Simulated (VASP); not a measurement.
# TiSi2 (Fddd) in VASP: notebook

The runs below take TiSi2 through electric field gradients, with PBE.

All numbers are computed with VASP 6.6.1; they aren't measurements. Logs are shortened: lines on timing, memory, paths and dates and some standing lists are left out, and cuts for length are marked.

## Step 1: The cell of the first run

The structure is orthorhombic, space group Fddd (No. 70). Conventional cell: a = 4.867 Å, b = 8.398 Å, c = 8.690 Å, α = 90.00°, β = 90.00°, γ = 90.00°. Within 3.4 Å of Ti (site symmetry 222) lie 10 Si at 2.59 to 2.81 Å and 4 Ti at 3.26 Å. Si (site symmetry 2) has 5 Ti at 2.59 to 2.81 Å and 9 Si at 2.59 to 3.26 Å within 3.4 Å.

## Step 2: Electric field gradients, PBE (14.80 Å³/atom)

File INCAR:

```
  PREC = Accurate
  ENCUT = 520
  EDIFF = 1E-8
  ISMEAR = -1
  SIGMA = 0.08
  LREAL = F
  LASPH = T
  NELM = 100
  ALGO = Normal
  ISIF = 2
  LWAVE = F
  LCHARG = F
  GGA = PE
  LEFG = T
  NBANDS = 29
```

File KPOINTS:

```
regular mesh
0
Gamma
  8 8 8
```

File POSCAR:

```
TiSi2
1.0
    0.0000000000      4.1987656027      4.3450800428
    2.4333060007      0.0000000000      4.3450800428
    2.4333060007      4.1987656027      0.0000000000
Ti Si
2 4
Direct
    0.7500000000      0.7500000000      0.7500000000
    0.5000000000      0.5000000000      0.5000000000
    0.0830000000      0.4170000000      0.0830000000
    0.4170000000      0.0830000000      0.4170000000
    0.1670000000      0.8330000000      0.1670000000
    0.8330000000      0.1670000000      0.8330000000
```

Potentials or basis: VASP PAW PBE potentials, release 64 (Ti_sv, Si).

Started as:

```sh
$ cat potpaw_PBE.64/Ti_sv/POTCAR potpaw_PBE.64/Si/POTCAR > POTCAR
$ mpirun -np 1 vasp_std > vasp.out
```

OUTCAR:

```text
PREC = Accurate
   ENCUT = 520
   EDIFF = 1E-8
   ISMEAR = -1
   LREAL = F
   LASPH = T
   NELM = 100
   ISIF = 2
   GGA = PE

 ion  position               nearest neighbor table
   1  0.750  0.750  0.750-   6 2.59   5 2.59   6 2.59   5 2.59   3 2.80   4 2.80   4 2.81   4 2.81
                             3 2.81   3 2.81
   2  0.500  0.500  0.500-   3 2.59   4 2.59   3 2.59   4 2.59   5 2.80   6 2.80   5 2.81   5 2.81
                             6 2.81   6 2.81
   3  0.083  0.417  0.083-   2 2.59   2 2.59   5 2.59   5 2.59   1 2.80   4 2.80   4 2.80   4 2.80
                             1 2.81   1 2.81
   4  0.417  0.083  0.417-   2 2.59   2 2.59   6 2.59   6 2.59   1 2.80   3 2.80   3 2.80   3 2.80
                             1 2.81   1 2.81
   5  0.167  0.833  0.167-   1 2.59   1 2.59   3 2.59   3 2.59   2 2.80   6 2.80   6 2.80   6 2.80
                             2 2.81   2 2.81
   6  0.833  0.167  0.833-   1 2.59   1 2.59   4 2.59   4 2.59   2 2.80   5 2.80   5 2.80   5 2.80
                             2 2.81   2 2.81

  LATTYP: Found a face centered orthorhombic cell.
 ALAT       =     4.8666120014
 B/A-ratio  =     1.7255394930
 C/A-ratio  =     1.7856693903

  Lattice vectors:

 A1 = (   0.0000000000,   4.1987656027,   4.3450800428)
 A2 = (   2.4333060007,   0.0000000000,   4.3450800428)
 A3 = (   2.4333060007,   4.1987656027,   0.0000000000)

Analysis of symmetry for initial positions (statically):
=====================================================================
 Subroutine PRICEL returns:
 Original cell was already a primitive cell.

 Routine SETGRP: Setting up the symmetry group for a
 face centered orthorhombic supercell.

 Subroutine GETGRP returns: Found  8 space group operations
 (whereof  4 operations were pure point group operations)
 out of a pool of  8 trial point group operations.

The static configuration has the point symmetry D_2 .
 The point group associated with its full space group is D_2h.

Analysis of symmetry for dynamics (positions and initial velocities):
=====================================================================
 Subroutine PRICEL returns:
 Original cell was already a primitive cell.

 Routine SETGRP: Setting up the symmetry group for a
 face centered orthorhombic supercell.

 Subroutine GETGRP returns: Found  8 space group operations
 (whereof  4 operations were pure point group operations)
 out of a pool of  8 trial point group operations.

The dynamic configuration has the point symmetry D_2 .
 The point group associated with its full space group is D_2h.

 Subroutine INISYM returns: Found  8 space group operations
 (whereof  4 operations are pure point group operations),
 and found     1 'primitive' translations

----------------------------------------------------------------------------------------

                                     Primitive cell

  volume of cell :      88.7863

  direct lattice vectors                    reciprocal lattice vectors
     0.000000000  4.198765603  4.345080043    -0.205481760  0.119082618  0.115072679
     2.433306001  0.000000000  4.345080043     0.205481760 -0.119082618  0.115072679
     2.433306001  4.198765603  0.000000000     0.205481760  0.119082618 -0.115072679

  length of vectors
     6.042297011  4.980029987  4.852897143     0.263903666  0.263903666  0.263903666

  position of ions in fractional coordinates (direct lattice)
     0.750000000  0.750000000  0.750000000
     0.500000000  0.500000000  0.500000000
     0.083000000  0.417000000  0.083000000
     0.417000000  0.083000000  0.417000000
     0.167000000  0.833000000  0.167000000
     0.833000000  0.167000000  0.833000000
[... 71 lines left out ...]
 SYSTEM =  unknown system
   PREC   = accura    normal or accurate (medium, high low for compatibility)
   ISTART =      0    job   : 0-new  1-cont  2-samecut
   ICHARG =      2    charge: 1-file 2-atom 10-const
   ISPIN  =      1    spin polarized calculation?
   LNONCOLLINEAR =      F non collinear calculations
   LSORBIT =      F    spin-orbit coupling
   LASPH  =      T    aspherical Exc in radial PAW
   ENCUT  =  520.0 eV  38.22 Ry    6.18 a.u.  11.23  9.26  9.02*2*pi/ulx,y,z
   NELM   =    100;   NELMIN=  2; NELMDL= -5     # of ELM steps
   EDIFF  = 0.1E-07   stopping-criterion for ELM
   LREAL  =      F    real-space projection
   EDIFFG = 0.1E-06   stopping-criterion for IOM
   NSW    =      0    number of steps for IOM
   IBRION =     -1    ionic relax: 0-MD 1-quasi-New 2-CG
   NFREE  =      0    steps in history (QN), initial steepest desc. (CG)
   ISIF   =      2    stress and relaxation
   ISYM   =      2    0-nonsym 1-usesym 2-fastsym
   POTIM  = 0.5000    time-step for ionic-motion
   TEBEG  =    0.0;   TEEND  =   0.0 temperature during run
   PSTRESS=    0.0 pullay stress
   NELECT =      40.0000    total number of electrons
   NUPDOWN=      -1.0000    fix difference up-down
   EMIN   =  10.00;   EMAX   =-10.00  energy-range for DOS
   EFERMI =   0.00;   METHOD = LEGACY
   ISMEAR =    -1;   SIGMA  =   0.08  broadening in eV -4-tet -1-fermi 0-gaus
   EFERMI_NEDOS =   21; number of points for ismear=-14 and -15
   IALGO  =     38    algorithm
   IMIX   =      4    mixing-type and parameters
     AMIX     =   0.40;   BMIX     =  1.00
     AMIX_MAG =   1.60;   BMIX_MAG =  1.00
  volume/ion in A,a.u.               =      14.80        99.86
  Fermi-wavevector in a.u.,A,eV,Ry     =   1.255007  2.371619 21.429752  1.575042
  Thomas-Fermi vector in A             =   2.388784
   LORBIT       =      0    0 simple, 1 ext, 2 COOP (PROOUT), +10 PAW based schemes
   GGA     = PE    functional components
   LHFCALC =     F    Hartree Fock is set to
   AEXX    =    0.0000 exact exchange contribution
   IVDW    =     0    specifies the selected vdW correction
   LEPSILON=     F    determine dielectric tensor
   LRPA    =     F    only Hartree local field effects (RPA)
 non-spin polarized calculation
  energy-cutoff  :      520.00
  volume of cell :       88.79
 maximum number of plane-waves:      2407
 NGX is ok and might be reduce to    48
   NGX = 23   NGY = 19   NGZ = 19

 number of electron      39.9999999 magnetization

 Free energy of the ion-electron system (eV)
  ---------------------------------------------------
  ext. energy  EPLUGINS =         0.00000000
  ---------------------------------------------------
  free energy    TOTEN  =       -40.65027191 eV

  energy without entropy =      -40.60502480  energy(sigma->0) =      -40.62764835

 E-fermi :   9.5326     XC(G=0): -11.4857

 val. band max:        9.5196434200   @ k =  -0.2500  -0.0000   0.2500
 cond. band min:       9.5363701094   @ k =  -0.2500   0.2500   0.1250
 fundamental gap:      0.0167266894
 Fermi energy:         9.5326211796

 k-point     1 :       0.0000    0.0000    0.0000
  band No.  band energies     occupation
      1     -46.9181      2.00000
      2     -46.8962      2.00000
      3     -23.2673      2.00000
      4     -23.2631      2.00000
      5     -23.1941      2.00000
      6     -23.1816      2.00000
[... 757 lines left out ...]
     28      13.2611      0.00000
     29      13.4472      0.00000

 [... further k-points ...]

------------------------ aborting loop because EDIFF is reached ----------------------------------------

  FORCE on cell =-STRESS in cart. coord.  units (eV):
  Direction    XX          YY          ZZ          XY          YZ          ZX
  --------------------------------------------------------------------------------------
  -------------------------------------------------------------------------------------
  Total       -2.6406407     -2.6259229     -4.0219868      0.0000000      0.0000000      0.0000000
  in kB      -47.6511903    -47.3856043    -72.5780152      0.0000000      0.0000000      0.0000000
  external PRESSURE =     -55.8716033 kB  Pullay stress =       0.0000000 kB

 VOLUME and BASIS-vectors are now :
 -----------------------------------------------------------------------------
  energy-cutoff  :      520.00
  volume of cell :       88.79
      direct lattice vectors                 reciprocal lattice vectors
     0.000000000  4.198765603  4.345080043    -0.205481760  0.119082618  0.115072679
     2.433306001  0.000000000  4.345080043     0.205481760 -0.119082618  0.115072679
     2.433306001  4.198765603  0.000000000     0.205481760  0.119082618 -0.115072679

 POSITION                                       TOTAL-FORCE (eV/Angst)
 -----------------------------------------------------------------------------------
      3.64996      6.29815      6.51762         0.000000      0.000000     -0.000000
      2.43331      4.19877      4.34508        -0.000000      0.000000     -0.000000
      1.21665      0.69700      2.17254        -0.000000      0.183926      0.000000
      1.21665      3.50177      2.17254        -0.000000     -0.183926      0.000000
      2.43331      1.40239      4.34508         0.000000     -0.183926     -0.000000
      2.43331      6.99514      4.34508         0.000000      0.183926     -0.000000
 -----------------------------------------------------------------------------------
    total drift:                               -0.000000     -0.000000     -0.000000

  FREE ENERGIE OF THE ION-ELECTRON SYSTEM (eV)
  ---------------------------------------------------
  free  energy   TOTEN  =       -40.6502719058 eV

  energy  without entropy=      -40.6050248030  energy(sigma->0) =      -40.62764835

 Electric field gradients (V/A^2)
---------------------------------------------------------------------
 ion       V_xx      V_yy      V_zz      V_xy      V_xz      V_yz
---------------------------------------------------------------------
   1      -2.096    10.138    -8.042     0.000    -0.000     0.000
   2      -2.096    10.138    -8.042     0.000    -0.000     0.000
   3       1.873    11.831   -13.704    -0.000    27.404     0.000
   4       1.873    11.831   -13.704     0.000   -27.404     0.000
   5       1.873    11.831   -13.704    -0.000    27.404     0.000
   6       1.873    11.831   -13.704     0.000   -27.404     0.000
---------------------------------------------------------------------

 Electric field gradients after diagonalization (V/A^2)
 (convention: |V_zz| > |V_xx| > |V_yy|)
----------------------------------------------------------------------
 ion       V_xx      V_yy      V_zz     asymmetry (V_yy - V_xx)/ V_zz
----------------------------------------------------------------------
   1      -8.042    -2.096    10.138       0.587
   2      -8.042    -2.096    10.138       0.587
   3      22.574    11.831   -34.405       0.312
   4      22.574    11.831   -34.405       0.312
   5      22.574    11.831   -34.405       0.312
   6      22.574    11.831   -34.405       0.312
----------------------------------------------------------------------

           NMR quadrupolar parameters

 Cq : quadrupolar parameter    Cq=e*Q*V_zz/h
 eta: asymmetry parameters     (V_yy - V_xx)/ V_zz
 Q  : nuclear electric quadrupole moment in mb (millibarn)
----------------------------------------------------------------------
 ion       Cq(MHz)       eta       Q (mb)
----------------------------------------------------------------------
   1       0.025       0.587       1.000
   2       0.025       0.587       1.000
   3      -0.083       0.312       1.000
   4      -0.083       0.312       1.000
   5      -0.083       0.312       1.000
   6      -0.083       0.312       1.000
----------------------------------------------------------------------
```

Wall time 7.9 min (1 thread of AMD EPYC 7R43 (Zen 3), shared host); peak memory 0.34 GiB.

Results:

* Free energy: -40.6503 eV
* Pressure: -5.6 GPa
* Largest force: 0.184 eV/Å
* Band gap on the k mesh: zero (bands 20 and 21 overlap by 1.73 eV)
* Largest electric field gradient by atom: Ti +10.1; Si -34.4 V/Å²

Forces in eV/Å, atoms in the order of the input:
```
Ti   0.000  0.000  0.000
Ti   0.000  0.000  0.000
Si   0.000  0.184  0.000
Si   0.000 -0.184  0.000
Si   0.000 -0.184  0.000
Si   0.000  0.184  0.000
```

Electric field gradients, principal values (V/Å²):
| atom | least | middle | greatest (by size) |
| --- | --- | --- | --- |
| 1 Ti | -2.096 | -8.042 | 10.138 |
| 2 Ti | -2.096 | -8.042 | 10.138 |
| 3 Si | 11.831 | 22.574 | -34.405 |
| 4 Si | 11.831 | 22.574 | -34.405 |
| 5 Si | 11.831 | 22.574 | -34.405 |
| 6 Si | 11.831 | 22.574 | -34.405 |

Caveat: the cell stands under tension; without QUAD_EFG the Cq values of the log hold for a quadrupole moment of 1 mb, not for the nuclei.

(Continued in part 2 of 2.)
